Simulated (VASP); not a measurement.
Input of a VASP 6.6.1 run:

File INCAR:

```
SYSTEM = Al
ALGO = Normal ; EDIFF = 1E-6
ENCUT = 520 ; GGA = CA
ISIF = 2 ; ISMEAR = 0
LASPH = .True. ; LCHARG = .True.
LELF = .True. ; LREAL = .False.
LVHAR = .True. ; LWAVE = .False.
NBANDS = 8 ; NELM = 80
PREC = Accurate ; SIGMA = 0.1
```

The input KPOINTS:

```
k-points
0
Gamma
  8 8 8
  0 0 0
```

The input POSCAR:

```
Al
1.0
    0.0000000000      2.0248050000      2.0248050000
    2.0248050000      0.0000000000      2.0248050000
    2.0248050000      2.0248050000      0.0000000000
Al
1
Direct
    0.0000000000      0.0000000000      0.0000000000
```

Potentials or basis: VASP PAW LDA potentials, release 64 (Al).

The run is started by

```bash
$ cat potpaw_LDA.64/Al/POTCAR > POTCAR
$ mpirun -np 1 vasp_std > vasp.out
```

(1) What does it give for the pressure?

## Answers

(1) -3.7 GPa.
